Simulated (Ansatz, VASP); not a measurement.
## Two plane-wave programs on Ta2W

```xyz
3
Lattice="-1.6293 1.6293 4.9337 1.6293 -1.6293 4.9337 1.6293 1.6293 -4.9337" Properties=species:S:1:pos:R:3 pbc="T T T"
Ta    0.0000    0.0000    6.5212
Ta    0.0000    0.0000    3.3461
W     0.0000    0.0000    0.0000
```

Alike in both runs: functional PBE; k mesh 20 × 20 × 20; occupations gaussian, width 0.1 eV; no spin polarisation.

Ansatz relaxed the structure, and its values are those at the end. VASP's run is a single point on that final structure, the one shown.

```csv
,VASP,Ansatz
version,VASP 6.6.1,Ansatz 0.2.0
potentials or method,"VASP PAW PBE potentials, release 64 (Ta_pv, W_sv), cutoff 520 eV","scalar-relativistic, plane waves, PAW"
valence electrons in the cell,36,40
```

VASP gave:

| Item | Value |
| --- | --- |
| gap on the k mesh at the Fermi level (eV) | none |
| pressure (GPa) | 0.2 |
| rms of the force components (eV/Å) | 0.007 |

Problem. What did Ansatz give for the same quantities?

Solution. gap on the k mesh at the Fermi level (eV): none; pressure (GPa): 0.0; rms of the force components (eV/Å): 0.001.

A gap of «none» marks a metal or a gap that the smearing closes. With one functional, cell and mesh, what is left measures potentials, basis and numerics. VASP's potentials hold 36 valence electrons a cell and Ansatz's 40, so a difference there can come from the potentials and not from the codes.

Spin-orbit coupling is off throughout.
